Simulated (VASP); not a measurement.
# Ge (R-3m) in VASP: notebook

Ge is run at these levels: LDA; tasks: relaxation of the atoms.

All numbers are computed with VASP 6.6.1; they aren't measurements. Logs are shortened: lines on timing, memory, paths and dates and some standing lists are left out, and cuts for length are marked.

## 1. The cell of the first run

It takes space group R-3m (No. 166, trigonal). The conventional cell has a = 4.015 Å, b = 4.015 Å, c = 9.696 Å, α = 90.00°, β = 90.00°, γ = 120.00°. Within 3.2 Å of Ge (site symmetry 3m) lie 4 Ge at 2.44 to 2.45 Å.

## 2. Relaxation of the atoms, LDA (strained cell)

INCAR

```
PREC = Accurate
ENCUT = 520
EDIFF = 1E-7
ISMEAR = 0
SIGMA = 0.1
LREAL = F
LASPH = T
NELM = 60
ALGO = Fast
ISIF = 2
LWAVE = F
LCHARG = F
GGA = CA
IBRION = 2
NSW = 60
EDIFFG = -0.002
```

KPOINTS

```
regular mesh
0
Gamma
  12 12 12
```

POSCAR

```
Ge
1.0
   -0.0266301249      2.8123383186      2.8123383186
    2.8123383186     -0.0266301249      2.8123383186
    2.8123383186      2.8123383186     -0.0266301249
Ge
2
Direct
   -0.0007633767     -0.0007633767     -0.0007633767
    0.2507633767      0.2507633767      0.2507633767
```

Potentials or basis: VASP PAW LDA potentials, release 64 (Ge_d).

Run with:

```bash
> cat potpaw_LDA.64/Ge_d/POTCAR > POTCAR
> mpirun -np 1 vasp_std > vasp.out
```

OUTCAR:

```text
PREC = Accurate
   ENCUT = 520
   EDIFF = 1E-7
   ISMEAR = 0
   LREAL = F
   LASPH = T
   NELM = 60
   ISIF = 2
   GGA = CA
   IBRION = 2
   NSW = 60
   EDIFFG = -0.002

 ion  position               nearest neighbor table
   1  0.999  0.999  0.999-   2 2.44   2 2.45   2 2.45   2 2.45
   2  0.251  0.251  0.251-   1 2.44   1 2.45   1 2.45   1 2.45

  LATTYP: Found a trigonal (rhomboedric) cell.
 ALAT       =     3.9773361437
 COS(alpha) =     0.4905089767

  Lattice vectors:

 A1 = (  -0.0266301249,   2.8123383186,   2.8123383186)
 A2 = (   2.8123383186,  -0.0266301249,   2.8123383186)
 A3 = (   2.8123383186,   2.8123383186,  -0.0266301249)

Analysis of symmetry for initial positions (statically):
=====================================================================
 Subroutine PRICEL returns:
 Original cell was already a primitive cell.

 Routine SETGRP: Setting up the symmetry group for a
 trigonal (rhombohedral) supercell.

 Subroutine GETGRP returns: Found 12 space group operations
 (whereof  6 operations were pure point group operations)
 out of a pool of 12 trial point group operations.

The static configuration has the point symmetry C_3v.
 The point group associated with its full space group is D_3d.

Analysis of symmetry for dynamics (positions and initial velocities):
=====================================================================
 Subroutine PRICEL returns:
 Original cell was already a primitive cell.

 Routine SETGRP: Setting up the symmetry group for a
 trigonal (rhombohedral) supercell.

 Subroutine GETGRP returns: Found 12 space group operations
 (whereof  6 operations were pure point group operations)
 out of a pool of 12 trial point group operations.

The dynamic configuration has the point symmetry C_3v.
 The point group associated with its full space group is D_3d.

 Subroutine INISYM returns: Found 12 space group operations
 (whereof  6 operations are pure point group operations),
[... 152 lines left out ...]
  Direction    XX          YY          ZZ          XY          YZ          ZX
  --------------------------------------------------------------------------------------
  -------------------------------------------------------------------------------------
  Total       -0.2626982     -0.2626982     -0.2626982      0.1418372      0.1418372      0.1418372
  in kB       -9.3284628     -9.3284628     -9.3284628      5.0366652      5.0366652      5.0366652
  external PRESSURE =      -9.3284628 kB  Pullay stress =       0.0000000 kB

 VOLUME and BASIS-vectors are now :
 -----------------------------------------------------------------------------
  energy-cutoff  :      520.00
  volume of cell :       45.12
      direct lattice vectors                 reciprocal lattice vectors
    -0.026630125  2.812338319  2.812338319    -0.175282498  0.176958120  0.176958120
     2.812338319 -0.026630125  2.812338319     0.176958120 -0.175282498  0.176958120
     2.812338319  2.812338319 -0.026630125     0.176958120  0.176958120 -0.175282498

 POSITION                                       TOTAL-FORCE (eV/Angst)
 -----------------------------------------------------------------------------------
      5.59377      5.59377      5.59377         0.011230      0.011230      0.011230
      1.40379      1.40379      1.40379        -0.011230     -0.011230     -0.011230
 -----------------------------------------------------------------------------------
    total drift:                               -0.000000     -0.000000     -0.000000

  FREE ENERGIE OF THE ION-ELECTRON SYSTEM (eV)
  ---------------------------------------------------
  free  energy   TOTEN  =       -10.3872452279 eV

  energy  without entropy=      -10.3868765832  energy(sigma->0) =      -10.38706091

--------------------------------------- Ionic step        2  -------------------------------------------

 number of electron      28.0000020 magnetization

 Free energy of the ion-electron system (eV)
  ---------------------------------------------------
  ext. energy  EPLUGINS =         0.00000000
  ---------------------------------------------------
  free energy    TOTEN  =       -10.38726292 eV

  energy without entropy =      -10.38690209  energy(sigma->0) =      -10.38708250

 E-fermi :   4.7417     XC(G=0): -10.3053

 val. band max:        4.7164023404   @ k =   0.0000   0.0000   0.0000
 cond. band min:       4.7480958522   @ k =   0.4167   0.4167   0.4167
 fundamental gap:      0.0316935118
 Fermi energy:         4.7417265948

 k-point     1 :       0.0000    0.0000    0.0000
  band No.  band energies     occupation
      1     -20.1937      2.00000
      2     -20.1833      2.00000
      3     -20.1833      2.00000
      4     -20.1497      2.00000
      5     -20.1497      2.00000
      6     -19.9414      2.00000
[... 481 lines left out ...]
      5     -20.0872      2.00000
      6     -19.9952      2.00000
[... 10 lines left out ...]
     17       9.4867      0.00000
     18      12.1674      0.00000

 [... further k-points ...]

------------------------ aborting loop because EDIFF is reached ----------------------------------------

  FORCE on cell =-STRESS in cart. coord.  units (eV):
  Direction    XX          YY          ZZ          XY          YZ          ZX
  --------------------------------------------------------------------------------------
  -------------------------------------------------------------------------------------
  Total       -0.2675712     -0.2675712     -0.2675712      0.1516284      0.1516284      0.1516284
  in kB       -9.5015034     -9.5015034     -9.5015034      5.3843532      5.3843532      5.3843532
  external PRESSURE =      -9.5015034 kB  Pullay stress =       0.0000000 kB

 VOLUME and BASIS-vectors are now :
 -----------------------------------------------------------------------------
  energy-cutoff  :      520.00
  volume of cell :       45.12
      direct lattice vectors                 reciprocal lattice vectors
    -0.026630125  2.812338319  2.812338319    -0.175282498  0.176958120  0.176958120
     2.812338319 -0.026630125  2.812338319     0.176958120 -0.175282498  0.176958120
     2.812338319  2.812338319 -0.026630125     0.176958120  0.176958120 -0.175282498

 POSITION                                       TOTAL-FORCE (eV/Angst)
 -----------------------------------------------------------------------------------
      5.59431      5.59431      5.59431        -0.000937     -0.000937     -0.000937
      1.40324      1.40324      1.40324         0.000937      0.000937      0.000937
 -----------------------------------------------------------------------------------
    total drift:                                0.000000      0.000000     -0.000000

  FREE ENERGIE OF THE ION-ELECTRON SYSTEM (eV)
  ---------------------------------------------------
  free  energy   TOTEN  =       -10.3872629217 eV

  energy  without entropy=      -10.3869020856  energy(sigma->0) =      -10.38708250

 reached required accuracy - stopping structural energy minimisation
```

CONTCAR:

```text
Ge
   1.00000000000000
    -0.0266301249000000    2.8123383186000002    2.8123383186000002
     2.8123383186000002   -0.0266301249000000    2.8123383186000002
     2.8123383186000002    2.8123383186000002   -0.0266301249000000
  Ge
     2
Direct
     0.9993333988112882    0.9993333988112882    0.9993333988112882
     0.2506666011887118    0.2506666011887118    0.2506666011887118

  0.00000000E+00  0.00000000E+00  0.00000000E+00
  0.00000000E+00  0.00000000E+00  0.00000000E+00
```

Run time: 4.9 min. Hardware: 1 thread of Oxide Virtual Turin-like, shared host; peak memory 0.21 GiB.

What came out:

| Property | Result |
| --- | --- |
| Free energy | -10.3873 eV |
| Energy gained by relaxing | 0.0 meV/atom |
| Ionic steps | 2 |
| Pressure after relaxing | -1.0 GPa |
| Band gap on the k mesh | zero (bands 14 and 15 overlap by 0.03 eV) |

Final structure:
```cif
data_structure
_symmetry_space_group_name_H-M 'P 1'
_symmetry_Int_Tables_number 1
_cell_length_a 3.9773
_cell_length_b 3.9773
_cell_length_c 3.9773
_cell_angle_alpha 60.626
_cell_angle_beta 60.626
_cell_angle_gamma 60.626
_cell_volume 45.12
loop_
_atom_site_label
_atom_site_type_symbol
_atom_site_fract_x
_atom_site_fract_y
_atom_site_fract_z
_atom_site_occupancy
Ge1 Ge 0.99933 0.99933 0.99933 1
Ge2 Ge 0.25067 0.25067 0.25067 1
```

Caveat: the cell differs from its parent crystal (strained cell); semilocal functionals underestimate gaps, so a narrow gap can read as zero.

## 3. Relaxation of the atoms, LDA (strained cell)

INCAR

```
ALGO     = Fast           # electronic algorithm
EDIFF    = 1E-6           # SCF threshold, eV
EDIFFG   = -0.002         # ionic threshold
ENCUT    = 520            # plane-wave cutoff, eV
GGA      = CA             # functional
IBRION   = 2              # ionic algorithm
ISIF     = 2              # what is computed and relaxed
ISMEAR   = 0              # smearing method
LASPH    = T              # aspherical terms in the spheres
LCHARG   = F              # write CHGCAR
LREAL    = F              # projectors in reciprocal space
LWAVE    = F              # write WAVECAR
NELM     = 100            # most SCF steps
NSW      = 60             # ionic steps
PREC     = Accurate       # precision mode
SIGMA    = 0.1            # smearing width, eV
```

KPOINTS

```
k-points
0
Gamma
  12 12 12
```

POSCAR

```
Ge
1.0
   -0.0299825050      2.8089859384      2.8089859384
    2.8089859384     -0.0299825050      2.8089859384
    2.8089859384      2.8089859384     -0.0299825050
Ge
2
Direct
    0.0000000000      0.0000000000      0.0000000000
    0.2500000000      0.2500000000      0.2500000000
```

Potentials or basis: VASP PAW LDA potentials, release 64 (Ge_d).

Run with:

```bash
> cat potpaw_LDA.64/Ge_d/POTCAR > POTCAR
> mpirun -np 1 vasp_std > vasp.out
```

OUTCAR:

```text
EDIFF = 1E-6
   EDIFFG = -0.002
   ENCUT = 520
   GGA = CA
   IBRION = 2
   ISIF = 2
   ISMEAR = 0
   LASPH = T
   LREAL = F
   NELM = 100
   NSW = 60
   PREC = Accurate

 ion  position               nearest neighbor table
   1  0.000  0.000  0.000-   2 2.42   2 2.45   2 2.45   2 2.45
   2  0.250  0.250  0.250-   1 2.42   1 2.45   1 2.45   1 2.45

  LATTYP: Found a trigonal (rhomboedric) cell.
 ALAT       =     3.9726191555
 COS(alpha) =     0.4892983447

  Lattice vectors:

 A1 = (  -0.0299825050,   2.8089859384,   2.8089859384)
 A2 = (   2.8089859384,  -0.0299825050,   2.8089859384)
 A3 = (   2.8089859384,   2.8089859384,  -0.0299825050)

Analysis of symmetry for initial positions (statically):
=====================================================================
 Subroutine PRICEL returns:
 Original cell was already a primitive cell.

 Routine SETGRP: Setting up the symmetry group for a
 trigonal (rhombohedral) supercell.

 Subroutine GETGRP returns: Found 12 space group operations
 (whereof  6 operations were pure point group operations)
 out of a pool of 12 trial point group operations.

The static configuration has the point symmetry C_3v.
 The point group associated with its full space group is D_3d.

Analysis of symmetry for dynamics (positions and initial velocities):
[... 170 lines left out ...]
  -------------------------------------------------------------------------------------
  Total       -0.2074581     -0.2074581     -0.2074581      0.2493393      0.2493393      0.2493393
  in kB       -7.3801356     -7.3801356     -7.3801356      8.8700195      8.8700195      8.8700195
  external PRESSURE =      -7.3801356 kB  Pullay stress =       0.0000000 kB
[... 167 lines left out ...]
--------------------------------------- Ionic step        6  -------------------------------------------

 number of electron      28.0000020 magnetization

 Free energy of the ion-electron system (eV)
  ---------------------------------------------------
  ext. energy  EPLUGINS =         0.00000000
  ---------------------------------------------------
  free energy    TOTEN  =       -10.38714069 eV

  energy without entropy =      -10.38677122  energy(sigma->0) =      -10.38695595

 E-fermi :   4.7595     XC(G=0): -10.3139

 val. band max:        4.7523111332   @ k =   0.4167   0.4167   0.4167
 cond. band min:       4.8674789205   @ k =   0.0000   0.0000   0.0000
 fundamental gap:      0.1151677873
 Fermi energy:         4.7594965722

 k-point     1 :       0.0000    0.0000    0.0000
  band No.  band energies     occupation
      1     -20.1795      2.00000
      2     -20.1678      2.00000
      3     -20.1678      2.00000
      4     -20.1345      2.00000
      5     -20.1345      2.00000
      6     -19.9258      2.00000
[... 481 lines left out ...]
      5     -20.0717      2.00000
      6     -19.9792      2.00000
[... 10 lines left out ...]
     17       9.5119      0.00000
     18      12.1798      0.00000

 [... further k-points ...]

------------------------ aborting loop because EDIFF is reached ----------------------------------------

  FORCE on cell =-STRESS in cart. coord.  units (eV):
  Direction    XX          YY          ZZ          XY          YZ          ZX
  --------------------------------------------------------------------------------------
  -------------------------------------------------------------------------------------
  Total       -0.2320687     -0.2320687     -0.2320687      0.1704557      0.1704557      0.1704557
  in kB       -8.2556337     -8.2556337     -8.2556337      6.0638092      6.0638092      6.0638092
  external PRESSURE =      -8.2556337 kB  Pullay stress =       0.0000000 kB
[... 17 lines left out ...]
  FREE ENERGIE OF THE ION-ELECTRON SYSTEM (eV)
  ---------------------------------------------------
  free  energy   TOTEN  =       -10.3871406859 eV

  energy  without entropy=      -10.3867712212  energy(sigma->0) =      -10.38695595

 reached required accuracy - stopping structural energy minimisation
```

CONTCAR:

```text
Ge
   1.00000000000000
    -0.0299825050000000    2.8089859384000002    2.8089859384000002
     2.8089859384000002   -0.0299825050000000    2.8089859384000002
     2.8089859384000002    2.8089859384000002   -0.0299825050000000
  Ge
     2
Direct
     0.9992378841076436    0.9992378841076436    0.9992378841076436
     0.2507621158923565    0.2507621158923565    0.2507621158923565

  0.00000000E+00  0.00000000E+00  0.00000000E+00
  0.00000000E+00  0.00000000E+00  0.00000000E+00
```

It took 5.1 min on 1 thread of Oxide Virtual Turin-like, shared host; peak memory 0.21 GiB.

Results:

```yaml
Free_energy: -10.3871 eV
Energy_gained_by_relaxing: 0.6 meV/atom
Ionic_steps: 6
Pressure_after_relaxing: -0.8 GPa
Band_gap_on_the_k_mesh: zero (bands 14 and 15 overlap by 0.04 eV)
```

Step by step:
| step | energy change (eV) | largest force (eV/Å) | pressure (GPa) |
| --- | --- | --- | --- |
| 1 | 0.0000 | 0.1638 | -0.74 |
| 2 | -0.0012 | 0.0138 | -0.80 |
| 3 | -0.0012 | 0.0061 | -0.82 |
| 4 | -0.0012 | 0.0042 | -0.82 |
| 5 | -0.0012 | 0.0044 | -0.82 |
| 6 | -0.0012 | 0.0018 | -0.83 |

Final structure:
```xyz
2
Lattice="-0.0300 2.8090 2.8090 2.8090 -0.0300 2.8090 2.8090 2.8090 -0.0300" Properties=species:S:1:pos:R:3 pbc="T T T"
Ge    5.5837    5.5837    5.5837
Ge    1.4013    1.4013    1.4013
```

Caveat: the cell differs from its parent crystal (strained cell); semilocal functionals underestimate gaps, so a narrow gap can read as zero.
